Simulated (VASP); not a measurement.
Set up this calculation in VASP 6.6.1, as the native input.

```
Task                   : single point
Functional             : PBE
Potentials or basis    : VASP PAW PBE potentials, release 64 (B, N)
Cutoff                 : 520 eV
k mesh                 : 12 × 12 × 6
Occupations            : gaussian, width 0.05 eV
Spin                   : no spin polarisation
Dipole correction      : no
Further INCAR settings : ALGO = Normal; EDIFF = 1e-06; NBANDS = 16
```

The structure of BN lies in POSCAR:

```
BN
1.0
    2.5539396017      0.0000000000      0.0000000000
   -1.2769698009      2.2117765748      0.0000000000
    0.0000000000      0.0000000000      4.2268550000
B N
2 2
Direct
    0.6666666667      0.3333333333      0.9997240000
    0.3333333333      0.6666666667      0.4997240000
    0.7540105546      0.3972734970      0.6489342518
    0.3333333333      0.6666666667      0.1252760000
```

This cell differs from its parent crystal: atom 3 (N) moved by (+0.200, +0.100) A along [1 1 0] and z.

The input as run:

INCAR

```
SYSTEM = BN
ALGO = Normal ; EDIFF = 1E-6
ENCUT = 520 ; GGA = PE
ISIF = 2 ; ISMEAR = 0
LASPH = .TRUE. ; LCHARG = .FALSE.
LREAL = .FALSE. ; LWAVE = .FALSE.
NBANDS = 16 ; NELM = 60
PREC = Accurate ; SIGMA = 0.05
```

KPOINTS

```
k-points
0
G
  12 12 6
  0 0 0
```

Potentials or basis: VASP PAW PBE potentials, release 64 (B, N).

The run is started by

```sh
$ cat potpaw_PBE.64/B/POTCAR potpaw_PBE.64/N/POTCAR > POTCAR
$ mpirun -np 1 vasp_std > vasp.out
```

Results of the run:

| Property | Result |
| --- | --- |
| Pressure | 7.0 GPa |
| Largest force | 5.542 eV/Å |
| Band gap on the k mesh | 3.74 eV, indirect (least direct gap 7.12 eV) |

Caveat: the cell differs from its parent crystal (atom 3 (N) moved by (+0.200, +0.100) A along [1 1 0] and z); forces of over 1 eV/Å act on the atoms, so gaps and moduli don't describe the material at rest.

It took 4.9 min on 1 thread of AMD EPYC 7R13, with other jobs on the host, peak memory 0.21 GiB.
